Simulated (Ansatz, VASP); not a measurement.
Cr in VASP and in Ansatz

Contents of INCAR:

```
SYSTEM = Cr
  PREC = Accurate
  ENCUT = 520
  EDIFF = 1E-6
  ISMEAR = -1
  SIGMA = 0.05
  LREAL = .FALSE.
  LASPH = .TRUE.
  NELM = 150
  ALGO = Normal
  ISIF = 2
  LWAVE = .FALSE.
  LCHARG = .FALSE.
  ISPIN = 2
  MAGMOM = 1.453 -1.453
  LORBIT = 11
  LMAXMIX = 4
  NBANDS = 23
```

File KPOINTS:

```
Automatic mesh
0
G
  18 18 18
  0 0 0
```

Contents of POSCAR:

```
Cr
1.0
    0.0000000000      2.5054137980      2.5054137980
    2.5054137980      0.0000000000      2.5054137980
    2.5054137980      2.5054137980      0.0000000000
Cr
2
Direct
    0.1250000000      0.1250000000      0.1250000000
    0.8750000000      0.8750000000      0.8750000000
```

Input for Ansatz:

```yaml
crystal:
  lattice:
    - [0.0, 2.505413798, 2.505413798]
    - [2.505413798, 0.0, 2.505413798]
    - [2.505413798, 2.505413798, 0.0]
  atoms:
    - { symbol: Cr, position: [0.125, 0.125, 0.125], spin: 1.453 }
    - { symbol: Cr, position: [0.875, 0.875, 0.875], spin: -1.453 }
hamiltonian:
  xc: lda
  pseudopotentials:
    kind: paw
    azcp:
      Cr: "pseudopotentials/Cr.paw.azcp"
basis:
  ecutwfc: 420
  fft_grid_basis: typed
kpoints:
  mp_grid: { grid: [18, 18, 18], shift: [0, 0, 0] }
magnetization:
  spin_polarized: true
scf:
  occupations: { method: fermi_dirac, width: 0.05 }
output:
  write_density: true
  write_potential: true
  elf: true
  volumetric_format: npy
```

Alike in both runs: task single point; functional LDA; k mesh 18 × 18 × 18; occupations fermi-dirac, width 0.05 eV; collinear spin.

```csv
,VASP,Ansatz
version,VASP 6.6.1,Ansatz 0.2.0
potentials or method,"VASP PAW LDA potentials, release 64 (Cr_pv), cutoff 520 eV","plane waves (420 eV) with PAW, scalar-relativistic"
valence electrons in the cell,24,28
```

```tsv
	VASP	Ansatz	Ansatz less VASP
net moment per atom (μB)	0.00	0.00	0.000
size of the moment on the site where the two differ most (μB)	1.41	1.45	+0.036
```

Ansatz warns that its potentials were made for another functional, while VASP's fit it. LDA's correlation is that of Perdew and Zunger in VASP and of Perdew and Wang (1992) in Ansatz. Site moments also hang on the region over which each program counts them. VASP's potentials hold 24 valence electrons a cell and Ansatz's 28, so a difference there can come from the potentials and not from the codes.
